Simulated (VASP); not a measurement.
Si2W:

```
CELL_PARAMETERS angstrom
4.61685 0.00000 0.00000
-2.30843 3.99831 0.00000
0.00000 0.00000 6.65322
ATOMIC_POSITIONS crystal
W 0.50000 0.00000 0.50000
W 0.50000 0.50000 0.83333
W 0.00000 0.50000 0.16667
Si 0.32725 0.16363 0.16667
Si 0.83637 0.16363 0.83333
Si 0.16363 0.32725 0.50000
Si 0.67275 0.83637 0.16667
Si 0.16363 0.83637 0.83333
Si 0.83637 0.67275 0.50000
```

```yaml
Program: VASP 6.6.1
Task: relaxation of cell and atoms
Functional: PBEsol
Potentials_or_basis: VASP PAW PBE potentials, release 64 (W_sv, Si)
Cutoff: 600 eV
k_mesh: 7 × 7 × 4
Occupations: fermi-dirac, width 0.05 eV
Spin: no spin polarisation
```

At the start: pressure -5.3 GPa; volume 13.65 Å³/atom.

Where does the relaxation end?

Over 5 steps the energy falls by 5.4 meV/atom and the volume is 13.32 Å³/atom (-2.4 %); space group P6_222 (No. 180, to 0.1 Å) before and after.

Step by step:
```csv
step,energy change (eV),largest force (eV/Å),pressure (GPa),volume (Å³)
1,0.0000,0.0330,-5.28,122.82
2,0.1140,0.0381,10.89,114.99
3,-0.0485,0.0097,-0.06,119.98
4,-0.0485,0.0092,0.04,119.92
5,-0.0487,0.0040,0.04,119.92
```

Final structure:
```
W Si
1.0
     4.57847    0.00000    0.00000
    -2.28924    3.96507    0.00000
     0.00000    0.00000    6.60554
W Si
3 6
Direct
  0.50000 0.00000 0.50000
  0.50000 0.50000 0.83333
  0.00000 0.50000 0.16667
  0.32749 0.16375 0.16667
  0.83625 0.16375 0.83333
  0.16375 0.32749 0.50000
  0.67251 0.83625 0.16667
  0.16375 0.83625 0.83333
  0.83625 0.67251 0.50000
```

Caveat: the PAW data sets were made with another functional, which shifts forces and pressure a little.
